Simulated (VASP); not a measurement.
# AlN (F-43m) in VASP: further runs

The runs below take AlN through single point, with r2SCAN.

All numbers are computed with VASP 6.6.1; they aren't measurements. Logs are shortened: lines on timing, memory, paths and dates and some standing lists are left out, and cuts for length are marked.

## (1) The cell of the first run

It takes space group F-43m (No. 216, cubic). Conventional cell: a = 4.370 Å, b = 4.370 Å, c = 4.370 Å, α = 90.00°, β = 90.00°, γ = 90.00°. Within 2.5 Å of Al (site symmetry -43m) lie 4 N at 1.89 Å. Within 2.5 Å of N (site symmetry -43m) lie 4 Al at 1.89 Å.

## (2) Single point, r2SCAN

POSCAR reads:

```
AlN
1.0
    0.0000000000      2.1849006262      2.1849006262
    2.1849006262      0.0000000000      2.1849006262
    2.1849006262      2.1849006262      0.0000000000
Al N
1 1
Direct
    0.0000000000      0.0000000000      0.0000000000
    0.7500000000      0.7500000000      0.7500000000
```

INCAR.step1 reads:

```
  PREC = Accurate
  ENCUT = 520
  ISMEAR = 0
  SIGMA = 0.02
  LREAL = F
  LASPH = T
  NELM = 60
  NBANDS = 11
  GGA = PE
  ALGO = Normal
  EDIFF = 1E-4
  LWAVE = T
  LCHARG = F
```

INCAR.step2 reads:

```
  PREC = Accurate
  ENCUT = 520
  EDIFF = 1E-6
  ISMEAR = 0
  SIGMA = 0.02
  LREAL = F
  LASPH = T
  NELM = 60
  ALGO = Normal
  ISIF = 2
  LWAVE = F
  LCHARG = F
  METAGGA = R2SCAN
  LMIXTAU = T
  NBANDS = 11
  ISTART = 1
```

KPOINTS reads:

```
Automatic mesh
0
Gamma
  10 10 10
```

Potentials or basis: VASP PAW PBE potentials, release 64 (Al, N).

Command:

```console
> cat potpaw_PBE.64/Al/POTCAR potpaw_PBE.64/N/POTCAR > POTCAR
> cp INCAR.step1 INCAR
> mpirun -np 1 vasp_std > vasp.out
> cp INCAR.step2 INCAR
> mpirun -np 1 vasp_std > vasp.out
```

OUTCAR:

```text
PREC = Accurate
   ENCUT = 520
   EDIFF = 1E-6
   ISMEAR = 0
   LREAL = F
   LASPH = T
   NELM = 60
   ISIF = 2
   METAGGA = R2SCAN
   ISTART = 1

 ion  position               nearest neighbor table
   1  0.000  0.000  0.000-   2 1.89   2 1.89   2 1.89   2 1.89
   2  0.750  0.750  0.750-   1 1.89   1 1.89   1 1.89   1 1.89

  LATTYP: Found a face centered cubic cell.
 ALAT       =     4.3698012524

  Lattice vectors:

 A1 = (   0.0000000000,   2.1849006262,   2.1849006262)
 A2 = (   2.1849006262,   0.0000000000,   2.1849006262)
 A3 = (   2.1849006262,   2.1849006262,   0.0000000000)

Analysis of symmetry for initial positions (statically):
=====================================================================
 Subroutine PRICEL returns:
 Original cell was already a primitive cell.

 Routine SETGRP: Setting up the symmetry group for a
 face centered cubic supercell.

 Subroutine GETGRP returns: Found 24 space group operations
 (whereof 24 operations were pure point group operations)
 out of a pool of 48 trial point group operations.

The static configuration has the point symmetry T_d .

Analysis of symmetry for dynamics (positions and initial velocities):
=====================================================================
 Subroutine PRICEL returns:
 Original cell was already a primitive cell.

 Routine SETGRP: Setting up the symmetry group for a
 face centered cubic supercell.

 Subroutine GETGRP returns: Found 24 space group operations
 (whereof 24 operations were pure point group operations)
 out of a pool of 48 trial point group operations.

The dynamic configuration has the point symmetry T_d .

 Subroutine INISYM returns: Found 24 space group operations
 (whereof 24 operations are pure point group operations),
 and found     1 'primitive' translations

----------------------------------------------------------------------------------------

                                     Primitive cell

  volume of cell :      20.8605

  direct lattice vectors                    reciprocal lattice vectors
     0.000000000  2.184900626  2.184900626    -0.228843360  0.228843360  0.228843360
     2.184900626  0.000000000  2.184900626     0.228843360 -0.228843360  0.228843360
     2.184900626  2.184900626  0.000000000     0.228843360  0.228843360 -0.228843360

  length of vectors
     3.089916098  3.089916098  3.089916098     0.396368326  0.396368326  0.396368326

  position of ions in fractional coordinates (direct lattice)
     0.000000000  0.000000000  0.000000000
     0.750000000  0.750000000  0.750000000

  ion indices of the primitive-cell ions
   primitive index   ion index
                 1           1
                 2           2

----------------------------------------------------------------------------------------

 KPOINTS: Automatic mesh

Automatic generation of k-mesh.
 Grid dimensions read from file:
 generate k-points for:   10   10   10

 Generating k-lattice:

  Cartesian coordinates                     Fractional coordinates (reciprocal lattice)
    -0.022884336  0.022884336  0.022884336     0.100000000  0.000000000  0.000000000
     0.022884336 -0.022884336  0.022884336     0.000000000  0.100000000  0.000000000
     0.022884336  0.022884336 -0.022884336     0.000000000  0.000000000  0.100000000

  Length of vectors
     0.039636833  0.039636833  0.039636833

  Shift w.r.t. Gamma in fractional coordinates (k-lattice)
     0.000000000  0.000000000  0.000000000

 Subroutine IBZKPT returns following result:
 ===========================================

 Found     47 irreducible k-points:

 Following reciprocal coordinates:
            Coordinates               Weight
  0.000000  0.000000  0.000000      1.000000
  0.100000  0.000000  0.000000      8.000000
  0.200000  0.000000  0.000000      8.000000
  0.300000  0.000000  0.000000      8.000000
  0.400000  0.000000  0.000000      8.000000
  0.500000  0.000000  0.000000      4.000000
[... 16 lines left out ...]
  0.300000  0.300000  0.000000      6.000000
  0.400000  0.300000  0.000000     24.000000
 [... further k-points ...]
   k-points           NKPTS =     47   k-points in BZ     NKDIM =     47   number of bands    NBANDS=     11
   number of dos      NEDOS =    301   number of ions     NIONS =      2
   total plane-waves  NPLWV =  13824
   dimension x,y,z NGX =    24 NGY =   24 NGZ =   24
   dimension x,y,z NGXF=    48 NGYF=   48 NGZF=   48
   ions per type =               1   1
   NGX,Y,Z   is equivalent  to a cutoff of  12.91, 12.91, 12.91 a.u.
   NGXF,Y,Z  is equivalent  to a cutoff of  25.83, 25.83, 25.83 a.u.
 SYSTEM =  unknown system
   PREC   = accura    normal or accurate (medium, high low for compatibility)
   ISTART =      1    job   : 0-new  1-cont  2-samecut
   ICHARG =      0    charge: 1-file 2-atom 10-const
   ISPIN  =      1    spin polarized calculation?
   LNONCOLLINEAR =      F non collinear calculations
   LSORBIT =      F    spin-orbit coupling
   LASPH  =      T    aspherical Exc in radial PAW
   ENCUT  =  520.0 eV  38.22 Ry    6.18 a.u.   5.75  5.75  5.75*2*pi/ulx,y,z
   NELM   =     60;   NELMIN=  2; NELMDL=  0     # of ELM steps
   EDIFF  = 0.1E-05   stopping-criterion for ELM
   LREAL  =      F    real-space projection
   EDIFFG = 0.1E-04   stopping-criterion for IOM
   NSW    =      0    number of steps for IOM
   IBRION =     -1    ionic relax: 0-MD 1-quasi-New 2-CG
   NFREE  =      0    steps in history (QN), initial steepest desc. (CG)
   ISIF   =      2    stress and relaxation
   ISYM   =      2    0-nonsym 1-usesym 2-fastsym
   POTIM  = 0.5000    time-step for ionic-motion
   TEBEG  =    0.0;   TEEND  =   0.0 temperature during run
   PSTRESS=    0.0 pullay stress
   NELECT =       8.0000    total number of electrons
   NUPDOWN=      -1.0000    fix difference up-down
   EMIN   =  10.00;   EMAX   =-10.00  energy-range for DOS
   EFERMI =   0.00;   METHOD = LEGACY
   ISMEAR =     0;   SIGMA  =   0.02  broadening in eV -4-tet -1-fermi 0-gaus
   EFERMI_NEDOS =   21; number of points for ismear=-14 and -15
   IALGO  =     38    algorithm
   IMIX   =      4    mixing-type and parameters
     AMIX     =   0.40;   BMIX     =  1.00
     AMIX_MAG =   1.60;   BMIX_MAG =  1.00
  volume/ion in A,a.u.               =      10.43        70.39
  Fermi-wavevector in a.u.,A,eV,Ry     =   1.189405  2.247650 19.247952  1.414685
  Thomas-Fermi vector in A             =   2.325513
   LORBIT       =      0    0 simple, 1 ext, 2 COOP (PROOUT), +10 PAW based schemes
   METAGGA = R2SCAN    functional components
   LHFCALC =     F    Hartree Fock is set to
   AEXX    =    0.0000 exact exchange contribution
   IVDW    =     0    specifies the selected vdW correction
   LEPSILON=     F    determine dielectric tensor
   LRPA    =     F    only Hartree local field effects (RPA)
 non-spin polarized calculation
 Gauss-broadening in eV      SIGMA  =   0.02
  energy-cutoff  :      520.00
  volume of cell :       20.86
 maximum number of plane-waves:       588
   NGX = 11   NGY = 11   NGZ = 11

 number of electron       8.0000000 magnetization

 Free energy of the ion-electron system (eV)
  ---------------------------------------------------
  ext. energy  EPLUGINS =         0.00000000
  ---------------------------------------------------
  free energy    TOTEN  =       -19.17972325 eV

  energy without entropy =      -19.17972325  energy(sigma->0) =      -19.17972325

 E-fermi :   5.8867     XC(G=0): -11.4128

 val. band max:        5.6814448386   @ k =   0.0000   0.0000   0.0000
 cond. band min:       9.6152406584   @ k =   0.5000   0.5000   0.0000
 fundamental gap:      3.9337958199
 Fermi energy:         5.8867221530

 k-point     1 :       0.0000    0.0000    0.0000
  band No.  band energies     occupation
      1     -10.0530      2.00000
      2       5.6814      2.00000
      3       5.6814      2.00000
      4       5.6814      2.00000
      5      10.5622      0.00000
      6      19.1899      0.00000
      7      19.1899      0.00000
      8      19.1899      0.00000
      9      24.2055      0.00000
     10      24.2055      0.00000
     11      25.9153      0.00000

 k-point     2 :       0.1000    0.0000    0.0000
  band No.  band energies     occupation
      1      -9.9065      2.00000
      2       4.8809      2.00000
      3       5.6295      2.00000
      4       5.6295      2.00000
      5      11.2214      0.00000
      6      18.8111      0.00000
      7      19.3303      0.00000
      8      19.3303      0.00000
      9      22.9791      0.00000
     10      22.9791      0.00000
     11      25.1128      0.00000

 k-point     3 :       0.2000    0.0000    0.0000
  band No.  band energies     occupation
      1      -9.4914      2.00000
      2       3.2583      2.00000
      3       5.4995      2.00000
      4       5.4995      2.00000
      5      12.3876      0.00000
      6      18.0205      0.00000
      7      19.2229      0.00000
      8      19.2229      0.00000
      9      22.4851      0.00000
     10      22.4851      0.00000
     11      24.2371      0.00000

 k-point     4 :       0.3000    0.0000    0.0000
  band No.  band energies     occupation
      1      -8.8940      2.00000
      2       1.5876      2.00000
      3       5.3501      2.00000
      4       5.3501      2.00000
      5      13.2832      0.00000
      6      17.2591      0.00000
      7      18.4872      0.00000
      8      18.4872      0.00000
      9      23.6605      0.00000
     10      23.6605      0.00000
     11      24.0920      0.00000
[... 239 lines left out ...]
 k-point    22 :      -0.2000    0.2000    0.0000
  band No.  band energies     occupation
      1      -8.6971      2.00000
      2       1.8960      2.00000
      3       3.9808      2.00000
      4       5.4266      2.00000
      5      14.0357      0.00000
      6      16.4864      0.00000
      7      18.0604      0.00000
      8      19.0140      0.00000
      9      21.6245      0.00000
     10      25.3495      0.00000
     11      28.1774      0.00000

 k-point    23 :       0.3000    0.3000    0.0000
  band No.  band energies     occupation
      1      -8.5199      2.00000
      2       2.1340      2.00000
      3       4.4222      2.00000
      4       4.4222      2.00000
      5      11.6848      0.00000
      6      16.2652      0.00000
      7      18.5312      0.00000
      8      21.2837      0.00000
      9      21.2837      0.00000
     10      27.0461      0.00000
     11      30.7490      0.00000

 k-point    24 :       0.4000    0.3000    0.0000
  band No.  band energies     occupation
      1      -8.0684      2.00000
      2       1.4922      2.00000
      3       3.9634      2.00000
      4       4.2555      2.00000
      5      11.2519      0.00000
      6      16.0934      0.00000
      7      18.9666      0.00000
      8      21.3532      0.00000
      9      21.9241      0.00000
     10      28.1153      0.00000
     11      30.5273      0.00000

 [... further k-points ...]
[... 5 lines left out ...]
  --------------------------------------------------------------------------------------
  -------------------------------------------------------------------------------------
  Total       -0.0511165     -0.0511165     -0.0511165     -0.0000000      0.0000000     -0.0000000
  in kB       -3.9259654     -3.9259654     -3.9259654     -0.0000000      0.0000000     -0.0000000
  external PRESSURE =      -3.9259654 kB  Pullay stress =       0.0000000 kB

 VOLUME and BASIS-vectors are now :
 -----------------------------------------------------------------------------
  energy-cutoff  :      520.00
  volume of cell :       20.86
      direct lattice vectors                 reciprocal lattice vectors
     0.000000000  2.184900626  2.184900626    -0.228843360  0.228843360  0.228843360
     2.184900626  0.000000000  2.184900626     0.228843360 -0.228843360  0.228843360
     2.184900626  2.184900626  0.000000000     0.228843360  0.228843360 -0.228843360

 POSITION                                       TOTAL-FORCE (eV/Angst)
 -----------------------------------------------------------------------------------
      0.00000      0.00000      0.00000         0.000000      0.000000      0.000000
      3.27735      3.27735      3.27735        -0.000000     -0.000000     -0.000000
 -----------------------------------------------------------------------------------
    total drift:                                0.000000      0.000000      0.000000

  FREE ENERGIE OF THE ION-ELECTRON SYSTEM (eV)
  ---------------------------------------------------
  free  energy   TOTEN  =       -19.1797232491 eV

  energy  without entropy=      -19.1797232491  energy(sigma->0) =      -19.17972325
```

It took 16 s on 1 thread of Intel Xeon 6975P-C (Granite Rapids), shared host; peak memory 0.14 GiB.

Results:

```yaml
Free_energy: -19.1797 eV
Pressure: -0.4 GPa
Band_gap_on_the_k_mesh: 3.93 eV, indirect (least direct gap 4.88 eV)
```

Caveat: the PAW data sets were made with another functional, which shifts forces and pressure a little.

## (3) Single point, r2SCAN (volume scaled by 0.94)

POSCAR reads:

```
AlN
1.0
    0.0000000000      2.1402983017      2.1402983017
    2.1402983017      0.0000000000      2.1402983017
    2.1402983017      2.1402983017      0.0000000000
Al N
1 1
Direct
    0.0000000000      0.0000000000      0.0000000000
    0.7500000000      0.7500000000      0.7500000000
```

INCAR.step1 reads:

```
SYSTEM = AlN
ALGO = Normal
EDIFF = 1E-4
ENCUT = 520
GGA = PE
ISMEAR = 0
LASPH = .TRUE.
LCHARG = .FALSE.
LREAL = .FALSE.
LWAVE = .TRUE.
NBANDS = 11
NELM = 60
PREC = Accurate
SIGMA = 0.02
```

INCAR.step2 reads:

```
SYSTEM = AlN
ALGO = Normal
EDIFF = 1E-7
ENCUT = 520
ISIF = 2
ISMEAR = 0
ISTART = 1
LASPH = .TRUE.
LCHARG = .FALSE.
LMIXTAU = .TRUE.
LREAL = .FALSE.
LWAVE = .FALSE.
METAGGA = R2SCAN
NBANDS = 11
NELM = 60
PREC = Accurate
SIGMA = 0.02
```

KPOINTS reads:

```
k-points
0
G
  10 10 10
  0 0 0
```

Potentials or basis: VASP PAW PBE potentials, release 64 (Al, N).

Command:

```console
> cat potpaw_PBE.64/Al/POTCAR potpaw_PBE.64/N/POTCAR > POTCAR
> cp INCAR.step1 INCAR
> mpirun -np 1 vasp_std > vasp.out
> cp INCAR.step2 INCAR
> mpirun -np 1 vasp_std > vasp.out
```

OUTCAR:

```text
SYSTEM = AlN
   EDIFF = 1E-7
   ENCUT = 520
   ISIF = 2
   ISMEAR = 0
   ISTART = 1
   LASPH = .TRUE.
   LREAL = .FALSE.
   METAGGA = R2SCAN
   NELM = 60
   PREC = Accurate

 ion  position               nearest neighbor table
   1  0.000  0.000  0.000-   2 1.85   2 1.85   2 1.85   2 1.85
   2  0.750  0.750  0.750-   1 1.85   1 1.85   1 1.85   1 1.85

  LATTYP: Found a face centered cubic cell.
 ALAT       =     4.2805966034

  Lattice vectors:

 A1 = (   0.0000000000,   2.1402983017,   2.1402983017)
 A2 = (   2.1402983017,   0.0000000000,   2.1402983017)
 A3 = (   2.1402983017,   2.1402983017,   0.0000000000)

Analysis of symmetry for initial positions (statically):
=====================================================================
 Subroutine PRICEL returns:
 Original cell was already a primitive cell.

 Routine SETGRP: Setting up the symmetry group for a
 face centered cubic supercell.

 Subroutine GETGRP returns: Found 24 space group operations
 (whereof 24 operations were pure point group operations)
 out of a pool of 48 trial point group operations.

The static configuration has the point symmetry T_d .

Analysis of symmetry for dynamics (positions and initial velocities):
[... 166 lines left out ...]
 k-point     1 :       0.0000    0.0000    0.0000
  band No.  band energies     occupation
      1      -9.8296      2.00000
      2       6.2725      2.00000
      3       6.2725      2.00000
      4       6.2725      2.00000
      5      11.7440      0.00000
      6      20.4307      0.00000
      7      20.4307      0.00000
      8      20.4307      0.00000
      9      25.3170      0.00000
     10      25.3170      0.00000
     11      27.1706      0.00000
[... 309 lines left out ...]
 k-point    24 :       0.4000    0.3000    0.0000
  band No.  band energies     occupation
      1      -7.6714      2.00000
      2       1.9481      2.00000
      3       4.4898      2.00000
      4       4.7962      2.00000
      5      11.9976      0.00000
      6      17.1135      0.00000
      7      20.3835      0.00000
      8      22.6627      0.00000
      9      23.2943      0.00000
     10      29.4605      0.00000
     11      32.2260      0.00000

 [... further k-points ...]
[... 5 lines left out ...]
  --------------------------------------------------------------------------------------
  -------------------------------------------------------------------------------------
  Total        1.7520151      1.7520151      1.7520151     -0.0000000      0.0000000      0.0000000
  in kB      143.1513746    143.1513746    143.1513746     -0.0000000      0.0000000      0.0000000
  external PRESSURE =     143.1513746 kB  Pullay stress =       0.0000000 kB

 VOLUME and BASIS-vectors are now :
 -----------------------------------------------------------------------------
  energy-cutoff  :      520.00
  volume of cell :       19.61
      direct lattice vectors                 reciprocal lattice vectors
     0.000000000  2.140298302  2.140298302    -0.233612296  0.233612296  0.233612296
     2.140298302  0.000000000  2.140298302     0.233612296 -0.233612296  0.233612296
     2.140298302  2.140298302  0.000000000     0.233612296  0.233612296 -0.233612296

 POSITION                                       TOTAL-FORCE (eV/Angst)
 -----------------------------------------------------------------------------------
      0.00000      0.00000      0.00000        -0.000000     -0.000000     -0.000000
      3.21045      3.21045      3.21045         0.000000      0.000000      0.000000
 -----------------------------------------------------------------------------------
    total drift:                                0.000001      0.000001      0.000001

  FREE ENERGIE OF THE ION-ELECTRON SYSTEM (eV)
  ---------------------------------------------------
  free  energy   TOTEN  =       -19.1264915634 eV

  energy  without entropy=      -19.1264915634  energy(sigma->0) =      -19.12649156
```

OUTCAR.step1:

```text
SYSTEM = AlN
   EDIFF = 1E-4
   ENCUT = 520
   GGA = PE
   ISMEAR = 0
   LASPH = .TRUE.
   LREAL = .FALSE.
[... 556 lines left out ...]
      0.00000      0.00000      0.00000        -0.000000     -0.000000     -0.000000
      3.21045      3.21045      3.21045         0.000000      0.000000      0.000000
 -----------------------------------------------------------------------------------
    total drift:                               -0.000000     -0.000000     -0.000000

  FREE ENERGIE OF THE ION-ELECTRON SYSTEM (eV)
  ---------------------------------------------------
  free  energy   TOTEN  =       -14.7520073917 eV

  energy  without entropy=      -14.7520073917  energy(sigma->0) =      -14.75200739
```

OSZICAR.step1:

```text
N       E                     dE             d eps       ncg     rms          rms(c)
DAV:   1     0.116034146805E+02    0.11603E+02   -0.39028E+03  1050   0.613E+02
DAV:   2    -0.163514133052E+02   -0.27955E+02   -0.26829E+02  1225   0.139E+02
DAV:   3    -0.172520382373E+02   -0.90062E+00   -0.89977E+00  1267   0.241E+01
DAV:   4    -0.172566788654E+02   -0.46406E-02   -0.46403E-02  1169   0.188E+00
DAV:   5    -0.172567335822E+02   -0.54717E-04   -0.54716E-04  1259   0.195E-01    0.894E+00
DAV:   6    -0.147688490726E+02    0.24879E+01   -0.11693E+01  1223   0.175E+01    0.292E+00
DAV:   7    -0.147585244856E+02    0.10325E-01   -0.20957E-01  1157   0.341E+00    0.215E+00
DAV:   8    -0.147532439346E+02    0.52806E-02   -0.26257E-02  1145   0.153E+00    0.567E-01
DAV:   9    -0.147519685854E+02    0.12753E-02   -0.36716E-03  1235   0.362E-01    0.234E-01
DAV:  10    -0.147520073917E+02   -0.38806E-04   -0.33513E-04  1118   0.120E-01
   1 F= -.14752007E+02 E0= -.14752007E+02  d E =-.778049E-13
```

It took 18 s on 1 thread of Intel Xeon Platinum 8559C (Emerald Rapids), shared host; peak memory 0.13 GiB.

Results:

| Property | Result |
| --- | --- |
| Free energy | -19.1265 eV |
| Pressure | 14.3 GPa |
| Band gap on the k mesh | 3.98 eV, indirect (least direct gap 5.47 eV) |

Caveat: the PAW data sets were made with another functional, which shifts forces and pressure a little.

(Continued in part 2 of 2.)
